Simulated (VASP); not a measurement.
Set up this calculation in VASP 6.6.1, as the native input.

```
Task                   : single point
Functional             : PBE
Potentials or basis    : VASP PAW PBE potentials, release 64 (Hf_pv)
Cutoff                 : 520 eV
k mesh                 : 18 × 18 × 18
Occupations            : gaussian, width 0.15 eV
Spin                   : no spin polarisation
Dipole correction      : no
Further INCAR settings : ALGO = Fast; EDIFF = 1e-06; NBANDS = 11
```

The structure of Hf lies in POSCAR:

```
Hf
1.0
    0.0000000000      2.2200000000      2.3199000000
    2.2200000000      0.0000000000      2.3199000000
    2.2200000000      2.2200000000      0.0000000000
Hf
1
Direct
    0.0000000000      0.0000000000      0.0000000000
```

This cell differs from its parent crystal: strain +0.0450 x Voigt [0, 0, 1, 0, 0, 0].

These files were run (other wordings do the same):

INCAR

```
SYSTEM = Hf
PREC     = Accurate       ! precision mode
ENCUT    = 520            ! plane-wave cutoff, eV
EDIFF    = 1E-6           ! SCF threshold, eV
ISMEAR   = 0              ! smearing method
SIGMA    = 0.15           ! smearing width, eV
LREAL    = .FALSE.        ! projectors in reciprocal space
LASPH    = .TRUE.         ! aspherical terms in the spheres
NELM     = 100            ! most SCF steps
ALGO     = Fast           ! electronic algorithm
ISIF     = 2              ! what is computed and relaxed
LWAVE    = .FALSE.        ! write WAVECAR
LCHARG   = .FALSE.        ! write CHGCAR
GGA      = PE             ! functional
NBANDS   = 11             ! bands
```

KPOINTS

```
Automatic mesh
0
G
  18 18 18
  0 0 0
```

Potentials or basis: VASP PAW PBE potentials, release 64 (Hf_pv).

Command:

```console
$ cat potpaw_PBE.64/Hf_pv/POTCAR > POTCAR
$ mpirun -np 1 vasp_std > vasp.out
```

Results of the run:

```json
{
 "Pressure": "-1.8 GPa",
 "Band gap on the k mesh": "zero (bands 5 and 6 overlap by 1.91 eV)"
}
```

Caveat: the cell differs from its parent crystal (strain +0.0450 x Voigt [0, 0, 1, 0, 0, 0]); spin-orbit coupling is left out, which moves the levels of the heavy elements.

It took 2.7 min on 1 thread of Intel Xeon 8259CL, with other jobs on the host, peak memory 0.24 GiB.
